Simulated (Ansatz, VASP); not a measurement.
Two plane-wave programs on Ti5C

```
Ti C
1.0
     4.11278    0.00000    0.00000
    -2.05639    3.56177    0.00000
     0.00000    0.00000    6.86232
Ti C
5 1
Direct
  0.00000 0.00000 0.23015
  0.00000 0.00000 0.76985
  0.50000 0.00000 0.00000
  0.00000 0.50000 0.00000
  0.50000 0.50000 0.00000
  0.00000 0.00000 0.00000
```

Alike in both runs: task relaxation of cell and atoms; functional PBE; k mesh 6 × 6 × 4; occupations gaussian, width 0.1 eV; no spin polarisation.

|  | VASP | Ansatz |
| --- | --- | --- |
| version | VASP 6.6.1 | Ansatz 0.2.0 |
| potentials or method | VASP PAW PBE potentials, release 64 (Ti_sv, C), cutoff 600 eV | scalar-relativistic, plane waves, PAW |
| valence electrons in the cell | 64 | 64 |

Ansatz gave:

| Item | Value |
| --- | --- |
| gap on the k mesh at the Fermi level, each at its own relaxed structure (eV) | none |
| relaxed volume (Å³/atom) | 24.51 |
| relaxed cell length with the largest relative difference (Å) | 7.347 |

Question: Which values does VASP return?

Answer: gap on the k mesh at the Fermi level, each at its own relaxed structure (eV): none; relaxed volume (Å³/atom): 24.29; relaxed cell length with the largest relative difference (Å): 7.297.

A gap of «none» marks a metal or a gap that the smearing closes.

Noted on VASP's run: the volume moved by over 15 % at a fixed basis, so the end points are rough.
